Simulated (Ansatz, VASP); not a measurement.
## Two plane-wave programs on Cs2HgSe2

File INCAR:

```
  PREC = Accurate
  ENCUT = 520
  EDIFF = 1E-8
  ISMEAR = -1
  SIGMA = 0.02
  LREAL = False
  LASPH = True
  NELM = 80
  ALGO = Normal
  ISIF = 2
  LWAVE = False
  LCHARG = False
  GGA = PE
  LEFG = True
  NBANDS = 53
```

The input KPOINTS:

```
Automatic mesh
0
Gamma
  4 3 6
```

The input POSCAR:

```
Cs2HgSe2
1.0
    8.1849000000      0.0000000000      0.0000000000
    0.0000000000     10.3302000000      0.0000000000
    0.0000000000      0.0000000000      4.7112000000
Cs Hg Se
4 2 4
Direct
    0.3922200000      0.8331100000      0.5000000000
    0.6077800000      0.1668900000      0.5000000000
    0.8922200000      0.6668900000      0.5000000000
    0.1077800000      0.3331100000      0.5000000000
    0.5000000000      0.5000000000      0.0000000000
    0.0000000000      0.0000000000      0.0000000000
    0.2302500000      0.5944500000      0.0000000000
    0.7697500000      0.4055500000      0.0000000000
    0.7302500000      0.9055500000      0.0000000000
    0.2697500000      0.0944500000      0.0000000000
```

Input for Ansatz:

```yaml
crystal:
  lattice:
    - [8.1849, 0.0, 0.0]
    - [0.0, 10.3302, 0.0]
    - [0.0, 0.0, 4.7112]
  atoms:
    - { symbol: Cs, position: [0.39222, 0.83311, 0.5] }
    - { symbol: Cs, position: [0.60778, 0.16689, 0.5] }
    - { symbol: Cs, position: [0.89222, 0.66689, 0.5] }
    - { symbol: Cs, position: [0.10778, 0.33311, 0.5] }
    - { symbol: Hg, position: [0.5, 0.5, 0.0] }
    - { symbol: Hg, position: [0.0, 0.0, 0.0] }
    - { symbol: Se, position: [0.23025, 0.59445, 0.0] }
    - { symbol: Se, position: [0.76975, 0.40555, 0.0] }
    - { symbol: Se, position: [0.73025, 0.90555, 0.0] }
    - { symbol: Se, position: [0.26975, 0.09445, 0.0] }
kpoints:
  mp_grid: { grid: [4, 3, 6] }
scf:
  occupations: { method: fermi_dirac, width: 0.02 }
hamiltonian:
  xc: pbe
  pseudopotentials: { kind: paw }
output:
  forces: true
  stress: true
  populations: true
  efg:
    quadrupole_moments_barn: { Cs: -0.00343, Hg: 0.387 }
    contact_densities: true
```

Alike in both runs: task electric field gradients; functional PBE; k mesh 4 × 3 × 6; occupations fermi-dirac, width 0.02 eV; no spin polarisation.

|  | VASP | Ansatz |
| --- | --- | --- |
| version | VASP 6.6.1 | Ansatz 0.2.0 |
| potentials or method | VASP PAW PBE potentials, release 64 (Cs_sv, Hg, Se) | plane-wave PAW, scalar-relativistic |
| plane-wave cutoff (eV) | 520 | 420 |
| valence electrons in the cell | 84 | 140 |

|  | VASP | Ansatz | Ansatz less VASP |
| --- | --- | --- | --- |
| gap on the k mesh at the Fermi level (eV) | 2.00 | 2.00 | +0.005 |
| pressure (GPa) | 1.9 | 1.7 | -0.16 |
| traceless stress, the component that is largest in VASP (GPa) | 0.97 | 0.78 | -0.188 |
| rms of the force components (eV/Å) | 0.184 | 0.148 | -0.0358 |
| size of Vzz on the site where it differs most (V/Å²) | 808.5 | 666.3 | -142.22 |

Atom by atom the forces differ by 0.036 eV/Å (rms over components). VASP's potentials hold 84 valence electrons a cell and Ansatz's 140, so a difference there can come from the potentials and not from the codes.

Spin-orbit coupling is off throughout.
